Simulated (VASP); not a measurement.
# CdTe (F-43m) in VASP: notebook

The runs below take CdTe through single point, with HSE06.

Program: VASP 6.6.1. These are calculated values, not measurements. Logs are shortened: lines on timing, memory, paths and dates and some standing lists are left out, and cuts for length are marked.

### 1 The cell of the first run

Symmetry: F-43m, No. 216, cubic system. Conventional cell: a = 6.560 Å, b = 6.560 Å, c = 6.560 Å, α = 90.00°, β = 90.00°, γ = 90.00°. Cd (site symmetry -43m) has 4 Te at 2.84 Å within 3.7 Å. Te (site symmetry -43m) has 4 Cd at 2.84 Å within 3.7 Å.

### 2 Single point, HSE06, non-collinear spin, zero start, spin-orbit coupling

POSCAR reads:

```
CdTe
1.0
    0.0000000000      3.2799551161      3.2799551161
    3.2799551161      0.0000000000      3.2799551161
    3.2799551161      3.2799551161      0.0000000000
Cd Te
1 1
Direct
    0.0000000000      0.0000000000      0.0000000000
    0.2500000000      0.2500000000      0.2500000000
```

INCAR.step1 reads:

```
SYSTEM = CdTe
ALGO     = Normal         ! electronic algorithm
EDIFF    = 1E-5           ! SCF threshold, eV
ENCUT    = 520            ! plane-wave cutoff, eV
GGA      = PE             ! functional
GGA_COMPAT= .False.      
ISIF     = 2              ! what is computed and relaxed
ISMEAR   = 0              ! smearing method
LASPH    = .True.         ! aspherical terms in the spheres
LORBIT   = 11             ! projections on sites
LORBMOM  = .True.       
LREAL    = .False.        ! projectors in reciprocal space
LSORBIT  = .True.         ! spin-orbit coupling
LWAVE    = .True.         ! write WAVECAR
MAGMOM   = 0 0 0 0 0 0    ! initial moments
NBANDS   = 30             ! bands
NELM     = 150            ! most SCF steps
PREC     = Accurate       ! precision mode
SIGMA    = 0.01           ! smearing width, eV
```

INCAR.step2 reads:

```
SYSTEM = CdTe
ALGO     = Normal         ! electronic algorithm
EDIFF    = 1E-7           ! SCF threshold, eV
ENCUT    = 520            ! plane-wave cutoff, eV
GGA      = PE             ! functional
GGA_COMPAT= .False.      
HFSCREEN = 0.2079         ! screening, 1/A
ISIF     = 2              ! what is computed and relaxed
ISMEAR   = 0              ! smearing method
ISTART   = 1            
LASPH    = .True.         ! aspherical terms in the spheres
LCHARG   = .True.         ! write CHGCAR
LHFCALC  = .True.         ! exact exchange
LORBIT   = 11             ! projections on sites
LORBMOM  = .True.       
LREAL    = .False.        ! projectors in reciprocal space
LSORBIT  = .True.         ! spin-orbit coupling
LVHAR    = .True.       
LWAVE    = .False.        ! write WAVECAR
MAGMOM   = 0 0 0 0 0 0    ! initial moments
NBANDS   = 30             ! bands
NELM     = 150            ! most SCF steps
PREC     = Accurate       ! precision mode
PRECFOCK = Normal       
SIGMA    = 0.01           ! smearing width, eV
```

KPOINTS reads:

```
k-points
0
Gamma
  4 4 4
  0 0 0
```

Potentials or basis: VASP PAW PBE potentials, release 64 (Cd, Te).

On the command line:

```console
$ cat potpaw_PBE.64/Cd/POTCAR potpaw_PBE.64/Te/POTCAR > POTCAR
$ cp INCAR.step1 INCAR
$ mpirun -np 1 vasp_ncl > vasp.out
$ cp INCAR.step2 INCAR
$ mpirun -np 1 vasp_ncl > vasp.out
```

OUTCAR:

```text
SYSTEM = CdTe
   EDIFF = 1E-7
   ENCUT = 520
   GGA = PE
   HFSCREEN = 0.2079
   ISIF = 2
   ISMEAR = 0
   ISTART = 1
   LASPH = .True.
   LHFCALC = .True.
   LORBIT = 11
   LREAL = .False.
   LSORBIT = .True.
   NELM = 150
   PREC = Accurate
   PRECFOCK = Normal

 ion  position               nearest neighbor table
   1  0.000  0.000  0.000-   2 2.84   2 2.84   2 2.84   2 2.84
   2  0.250  0.250  0.250-   1 2.84   1 2.84   1 2.84   1 2.84

  LATTYP: Found a face centered cubic cell.
 ALAT       =     6.5599102322

  Lattice vectors:

 A1 = (   0.0000000000,   3.2799551161,   3.2799551161)
 A2 = (   3.2799551161,   0.0000000000,   3.2799551161)
 A3 = (   3.2799551161,   3.2799551161,   0.0000000000)

Analysis of symmetry for initial positions (statically):
=====================================================================
 Subroutine PRICEL returns:
 Original cell was already a primitive cell.

 Routine SETGRP: Setting up the symmetry group for a
 face centered cubic supercell.

 Subroutine GETGRP returns: Found 24 space group operations
 (whereof 24 operations were pure point group operations)
 out of a pool of 48 trial point group operations.

The static configuration has the point symmetry T_d .

Analysis of symmetry for dynamics (positions and initial velocities):
=====================================================================
 Subroutine PRICEL returns:
 Original cell was already a primitive cell.

 Routine SETGRP: Setting up the symmetry group for a
 face centered cubic supercell.

 Subroutine GETGRP returns: Found 24 space group operations
 (whereof 24 operations were pure point group operations)
 out of a pool of 48 trial point group operations.

The dynamic configuration has the point symmetry T_d .

Analysis of structural, dynamic, and magnetic symmetry:
=====================================================================
 Subroutine PRICEL returns:
 Original cell was already a primitive cell.

 Routine SETGRP: Setting up the symmetry group for a
 face centered cubic supercell.

 Subroutine GETGRP returns: Found 24 space group operations
 (whereof 24 operations were pure point group operations)
 out of a pool of 48 trial point group operations.

The overall configuration has the point symmetry T_d .

 Subroutine INISYM returns: Found 24 space group operations
 (whereof 24 operations are pure point group operations),
 and found     1 'primitive' translations

----------------------------------------------------------------------------------------

                                     Primitive cell

  volume of cell :      70.5722

  direct lattice vectors                    reciprocal lattice vectors
     0.000000000  3.279955116  3.279955116    -0.152441110  0.152441110  0.152441110
     3.279955116  0.000000000  3.279955116     0.152441110 -0.152441110  0.152441110
     3.279955116  3.279955116  0.000000000     0.152441110  0.152441110 -0.152441110

  length of vectors
     4.638557009  4.638557009  4.638557009     0.264035748  0.264035748  0.264035748

  position of ions in fractional coordinates (direct lattice)
     0.000000000  0.000000000  0.000000000
     0.250000000  0.250000000  0.250000000

  ion indices of the primitive-cell ions
   primitive index   ion index
                 1           1
                 2           2

----------------------------------------------------------------------------------------

 KPOINTS: k-points

Automatic generation of k-mesh.
 Grid dimensions read from file:
 generate k-points for:    4    4    4

 Generating k-lattice:

  Cartesian coordinates                     Fractional coordinates (reciprocal lattice)
    -0.038110278  0.038110278  0.038110278     0.250000000  0.000000000  0.000000000
     0.038110278 -0.038110278  0.038110278     0.000000000  0.250000000  0.000000000
[... 88 lines left out ...]

 number of electron      18.0000006 magnetization       0.0000000      0.0000000      0.0000000

 number of electron      18.0000006 magnetization      -0.0000000      0.0000000      0.0000000

 Free energy of the ion-electron system (eV)
  ---------------------------------------------------
  ext. energy  EPLUGINS =         0.00000000
  ---------------------------------------------------
  free energy    TOTEN  =        -6.11179295 eV

  energy without entropy =       -6.11179295  energy(sigma->0) =       -6.11179295

 E-fermi :   1.8575     XC(G=0):  -7.0326

 val. band max:        1.8110625996   @ k =   0.0000   0.0000   0.0000
 cond. band min:       2.9728670219   @ k =   0.0000   0.0000   0.0000
 fundamental gap:      1.1618044224
 Fermi energy:         1.8574580768

 k-point     1 :       0.0000    0.0000    0.0000
  band No.  band energies     occupation
      1     -10.3779      1.00000
      2     -10.3779      1.00000
      3      -8.3110      1.00000
      4      -8.3110      1.00000
      5      -8.3110      1.00000
      6      -8.3110      1.00000
[... 319 lines left out ...]
     29      13.5648      0.00000
     30      13.6523      0.00000

------------------------ aborting loop because EDIFF is reached ----------------------------------------

  FORCE on cell =-STRESS in cart. coord.  units (eV):
  Direction    XX          YY          ZZ          XY          YZ          ZX
  --------------------------------------------------------------------------------------
  -------------------------------------------------------------------------------------
  Total        0.1193650      0.1193650      0.1193650      0.0000000      0.0000000      0.0000000
  in kB        2.7099036      2.7099036      2.7099036      0.0000000      0.0000000      0.0000000
  external PRESSURE =       2.7099036 kB  Pullay stress =       0.0000000 kB

 VOLUME and BASIS-vectors are now :
 -----------------------------------------------------------------------------
  energy-cutoff  :      520.00
  volume of cell :       70.57
      direct lattice vectors                 reciprocal lattice vectors
     0.000000000  3.279955116  3.279955116    -0.152441110  0.152441110  0.152441110
     3.279955116  0.000000000  3.279955116     0.152441110 -0.152441110  0.152441110
     3.279955116  3.279955116  0.000000000     0.152441110  0.152441110 -0.152441110

 POSITION                                       TOTAL-FORCE (eV/Angst)
 -----------------------------------------------------------------------------------
      0.00000      0.00000      0.00000        -0.000000      0.000000     -0.000000
      1.63998      1.63998      1.63998         0.000000     -0.000000      0.000000
 -----------------------------------------------------------------------------------
    total drift:                               -0.000001     -0.000001     -0.000000

  FREE ENERGIE OF THE ION-ELECTRON SYSTEM (eV)
  ---------------------------------------------------
  free  energy   TOTEN  =        -6.1117929475 eV

  energy  without entropy=       -6.1117929475  energy(sigma->0) =       -6.11179295

 orbital moment (x)

 # of ion     p       d       tot
 ----------------------------------------
  1        -0.000   0.000   0.000
  2        -0.000   0.000  -0.000
 ----------------------------------------
           -0.000   0.000  -0.000

 orbital moment (y)

 # of ion     p       d       tot
 ----------------------------------------
  1        -0.000   0.000   0.000
  2        -0.000   0.000  -0.000
 ----------------------------------------
           -0.000   0.000  -0.000

 orbital moment (z)

 # of ion     p       d       tot
 ----------------------------------------
  1        -0.000   0.000   0.000
  2        -0.000   0.000  -0.000
 ----------------------------------------
           -0.000   0.000  -0.000

 Spin-Orbit-Coupling matrix elements

 Ion:    1  E_soc:     -0.0565100
 l=   1
     0.0000000    -0.0026378    -0.0026378
    -0.0026378     0.0000000    -0.0026378
    -0.0026378    -0.0026378     0.0000000
 l=   2
     0.0000000    -0.0013801     0.0000000    -0.0013801    -0.0054005
    -0.0013801     0.0000000    -0.0040503    -0.0013801    -0.0013501
     0.0000000    -0.0040503     0.0000000    -0.0040503     0.0000000
    -0.0013801    -0.0013801    -0.0040503     0.0000000    -0.0013501
    -0.0054005    -0.0013501     0.0000000    -0.0013501     0.0000000
 l=   3
     0.0000000     0.0000000     0.0000000     0.0000000     0.0000000     0.0000000     0.0000000
     0.0000000     0.0000000     0.0000000     0.0000000     0.0000000     0.0000000     0.0000000
     0.0000000     0.0000000     0.0000000     0.0000000     0.0000000     0.0000000     0.0000000
     0.0000000     0.0000000     0.0000000     0.0000000     0.0000000     0.0000000     0.0000000
     0.0000000     0.0000000     0.0000000     0.0000000     0.0000000     0.0000000     0.0000000
     0.0000000     0.0000000     0.0000000     0.0000000     0.0000000     0.0000000     0.0000000
     0.0000000     0.0000000     0.0000000     0.0000000     0.0000000     0.0000000     0.0000000

 Ion:    2  E_soc:     -0.1812903
 l=   1
     0.0000000    -0.0301531    -0.0301531
    -0.0301531     0.0000000    -0.0301531
    -0.0301531    -0.0301531     0.0000000
 l=   2
     0.0000000    -0.0000300     0.0000000    -0.0000300    -0.0000320
    -0.0000300     0.0000000    -0.0000240    -0.0000300    -0.0000080
     0.0000000    -0.0000240     0.0000000    -0.0000240     0.0000000
    -0.0000300    -0.0000300    -0.0000240     0.0000000    -0.0000080
    -0.0000320    -0.0000080     0.0000000    -0.0000080     0.0000000
 l=   3
     0.0000000     0.0000000     0.0000000     0.0000000     0.0000000     0.0000000     0.0000000
     0.0000000     0.0000000     0.0000000     0.0000000     0.0000000     0.0000000     0.0000000
     0.0000000     0.0000000     0.0000000     0.0000000     0.0000000     0.0000000     0.0000000
     0.0000000     0.0000000     0.0000000     0.0000000     0.0000000     0.0000000     0.0000000
     0.0000000     0.0000000     0.0000000     0.0000000     0.0000000     0.0000000     0.0000000
     0.0000000     0.0000000     0.0000000     0.0000000     0.0000000     0.0000000     0.0000000
     0.0000000     0.0000000     0.0000000     0.0000000     0.0000000     0.0000000     0.0000000

 total charge

# of ion       s       p       d       tot
------------------------------------------
    1        0.431   0.294   9.577  10.302
    2        1.305   2.223   0.018   3.546
--------------------------------------------------
tot          1.736   2.517   9.595  13.848

 magnetization (x)

# of ion       s       p       d       tot
------------------------------------------
    1        0.000  -0.000  -0.000   0.000
    2        0.000   0.000  -0.000   0.000
--------------------------------------------------
tot          0.000  -0.000  -0.000   0.000

 magnetization (y)

# of ion       s       p       d       tot
------------------------------------------
    1        0.000  -0.000  -0.000  -0.000
    2        0.000  -0.000   0.000   0.000
--------------------------------------------------
tot          0.000  -0.000  -0.000  -0.000

 magnetization (z)

# of ion       s       p       d       tot
------------------------------------------
    1        0.000  -0.000   0.000   0.000
    2        0.000   0.000   0.000   0.000
--------------------------------------------------
tot          0.000  -0.000   0.000   0.000
```

Run time: 69 min. Hardware: 1 thread of Intel Xeon 6975P-C (Granite Rapids), shared host; peak memory 0.52 GiB.

What came out:

* Free energy: -6.1118 eV
* Pressure: 0.3 GPa
* Net moment: 0.00 μB per cell
* Valence electrons inside the program's atomic spheres: Cd 10.30; Te 3.55

Moments on the atoms (μB; x, y, z):
```
Cd  0.00 0.00 0.00
Te  0.00 0.00 0.00
```

Caveat: the k points lie up to 0.41 Å⁻¹ apart; the PAW data sets were made with another functional, which shifts forces and pressure a little.

[end of part 1 of 2]
